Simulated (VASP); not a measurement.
Write the native input for VASP 6.6.1 that does the following.

```
Task                   : single point
Functional             : PBEsol
Potentials or basis    : VASP PAW PBE potentials, release 64 (Ni)
Cutoff                 : 520 eV
k mesh                 : 16 × 16 × 16
Occupations            : fermi-dirac, width 0.136057 eV
Spin                   : no spin polarisation
Dipole correction      : no
Further INCAR settings : ALGO = Normal; EDIFF = 1e-06; NBANDS = 11
```

The structure of Ni lies in POSCAR:

```
Ni
1.0
    0.0000000000      1.7328668205      1.7328668205
    1.7328668205      0.0000000000      1.7328668205
    1.7328668205      1.7328668205      0.0000000000
Ni
1
Direct
    0.0000000000      0.0000000000      0.0000000000
```

The input as run:

INCAR

```
SYSTEM = Ni
PREC = Accurate
ENCUT = 520
EDIFF = 1E-6
ISMEAR = -1
SIGMA = 0.13605693000000002
LREAL = .FALSE.
LASPH = .TRUE.
NELM = 80
ALGO = Normal
ISIF = 2
LWAVE = .FALSE.
LCHARG = .FALSE.
GGA = PS
NBANDS = 11
```

KPOINTS

```
Automatic mesh
0
G
  16 16 16
  0 0 0
```

Potentials or basis: VASP PAW PBE potentials, release 64 (Ni).

The run is started by

```sh
$ cat potpaw_PBE.64/Ni/POTCAR > POTCAR
$ mpirun -np 1 vasp_std > vasp.out
```

It gave:

```json
{
 "Pressure": "-0.7 GPa",
 "Band gap on the k mesh": "zero (band 5 reaches 9.83 eV, above the bottom of band 6 at 8.81 eV)"
}
```

Caveat: the PAW data sets were made with another functional, which shifts forces and pressure a little; the run has no spin polarisation, though such a crystal can be magnetic.

Wall time 8.6 s on 1 thread of Intel(R) Xeon(R) 6975P-C (Granite Rapids) (shared host), peak memory 0.12 GiB.
